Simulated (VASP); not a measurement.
Write the native input for VASP 6.6.1 that does the following.

- Task: single point
- Functional: LDA
- Potentials or basis: VASP PAW LDA potentials, release 64 (K_sv, F)
- Cutoff: 520 eV
- k mesh: 8 × 8 × 8
- Occupations: gaussian, width 0.05 eV
- Spin: no spin polarisation
- Dipole correction: no
- Further INCAR settings: ALGO = Normal; EDIFF = 1e-06; NBANDS = 15

The structure of KF lies in POSCAR:

```
KF
1.0
   -0.1361156258      2.5154874739      2.5154874739
    2.5154874739     -0.1361156258      2.5154874739
    2.5154874739      2.5154874739     -0.1361156258
K F
1 1
Direct
    0.0000000000      0.0000000000      0.0000000000
    0.5000000000      0.5000000000      0.5000000000
```

These files were run (other wordings do the same):

INCAR

```
SYSTEM = KF
PREC = Accurate ; ENCUT = 520
EDIFF = 1E-6 ; ISMEAR = 0
SIGMA = 0.05 ; LREAL = .False.
LASPH = .True. ; NELM = 80
ALGO = Normal ; ISIF = 2
LWAVE = .False. ; LCHARG = .False.
NBANDS = 15
```

KPOINTS

```
regular mesh
0
Gamma
  8 8 8
  0 0 0
```

Potentials or basis: VASP PAW LDA potentials, release 64 (K_sv, F).

The run is started by

```console
$ cat potpaw_LDA.64/K_sv/POTCAR potpaw_LDA.64/F/POTCAR > POTCAR
$ mpirun -np 1 vasp_std > vasp.out
```

It gave:

* Pressure: 0.0 GPa
* Band gap on the k mesh: 6.28 eV, direct

Wall time 20 s on 1 thread of AMD EPYC 7R13 Processor (Zen 3) (shared host), peak memory 0.13 GiB.
